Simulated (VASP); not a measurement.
Wanted: the native input for a VASP 6.6.1 run.

```
Task                   : single point
Functional             : PBE
Potentials or basis    : VASP PAW PBE potentials, release 64 (Be, Cd, Te)
Cutoff                 : 600 eV
k mesh                 : 12 × 12 × 4
Occupations            : gaussian, width 0.1 eV
Spin                   : no spin polarisation
Dipole correction      : no
Further INCAR settings : ALGO = Normal; EDIFF = 1e-06; NBANDS = 31
```

The structure of BeCd2Te3 lies in POSCAR:

```
BeCd2Te3
1.0
    5.2573578317      0.0000000000      0.0000000000
   -2.6286789159      4.5530054390      0.0000000000
    0.0000000000      0.0000000000     10.1115036908
Be Cd Te
1 2 3
Direct
    0.0000000000      0.0000000000      0.0000000000
    0.0000000000      0.0000000000      0.7665624694
    0.0000000000      0.0000000000      0.2334375306
    0.3333333333      0.6666666667      0.0000000000
    0.6666666667      0.3333333333      0.0000000000
    0.0000000000      0.0000000000      0.5000000000
```

The cell was built from a structure type or drawn by symmetry, and may not be a known phase.

One way to write it, as run:

INCAR

```
SYSTEM = BeCd2Te3
PREC     = Accurate       ! precision mode
ENCUT    = 600            ! plane-wave cutoff, eV
EDIFF    = 1E-6           ! SCF threshold, eV
ISMEAR   = 0              ! smearing method
SIGMA    = 0.1            ! smearing width, eV
LREAL    = .FALSE.        ! projectors in reciprocal space
LASPH    = .TRUE.         ! aspherical terms in the spheres
NELM     = 120            ! most SCF steps
ALGO     = Normal         ! electronic algorithm
ISIF     = 2              ! what is computed and relaxed
LWAVE    = .FALSE.        ! write WAVECAR
LCHARG   = .FALSE.        ! write CHGCAR
GGA      = PE             ! functional
NBANDS   = 31             ! bands
GGA_COMPAT= .FALSE.
```

KPOINTS

```
Automatic mesh
0
G
  12 12 4
  0 0 0
```

Potentials or basis: VASP PAW PBE potentials, release 64 (Be, Cd, Te).

Launch:

```bash
$ cat potpaw_PBE.64/Be/POTCAR potpaw_PBE.64/Cd/POTCAR potpaw_PBE.64/Te/POTCAR > POTCAR
$ mpirun -np 1 vasp_std > vasp.out
```

It gave:

```yaml
Pressure: 0.0 GPa
Largest_force: 0.011 eV/Å
Band_gap_on_the_k_mesh: zero (bands 22 and 23 overlap by 1.04 eV)
```

Caveat: spin-orbit coupling is left out, which moves the levels of the heavy elements.

Run time: 11 min on 1 thread of Intel(R) Xeon(R) Platinum 8488C (Sapphire Rapids), on a shared host, peak memory 0.72 GiB.
